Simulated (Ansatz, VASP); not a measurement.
**F: VASP beside Ansatz**

```
F
1.0
     3.10048   -1.78195   -0.23914
     3.10048    1.78195   -0.23914
    -2.33133    0.00000    7.13624
F
4
Direct
  0.08485 0.08485 0.10200
  0.91515 0.91515 0.89800
  0.50157 0.50157 0.59372
  0.49843 0.49843 0.40628
```

Alike in both runs: task single point; functional PBEsol; k mesh 4 × 4 × 2; occupations gaussian, width 0.05 eV; no spin polarisation.

|  | VASP | Ansatz |
| --- | --- | --- |
| version | VASP 6.6.1 | Ansatz 0.2.0 |
| potentials or method | VASP PAW PBE potentials, release 64 (F), cutoff 520 eV | scalar-relativistic, plane waves, PAW |
| valence electrons in the cell | 28 | 28 |

VASP gave:

* gap on the k mesh at the Fermi level (eV): 2.25
* least direct gap on the mesh (eV): 2.35
* pressure (GPa): -2.4
* traceless stress, the component that is largest in VASP (GPa): -2.79
* rms of the force components (eV/Å): 0.883

**Question.** What did Ansatz give for the same quantities?

**Answer.** gap on the k mesh at the Fermi level (eV): 2.31; least direct gap on the mesh (eV): 2.40; pressure (GPa): -2.6; traceless stress, the component that is largest in VASP (GPa): -2.72; rms of the force components (eV/Å): 0.974.

VASP's potentials were made for PBE, not for PBEsol. Atom by atom the forces differ by 0.208 eV/Å (rms over components). With one functional, cell and mesh, what is left measures potentials, basis and numerics.

The k mesh is coarse, so the values compare programs but aren't converged.
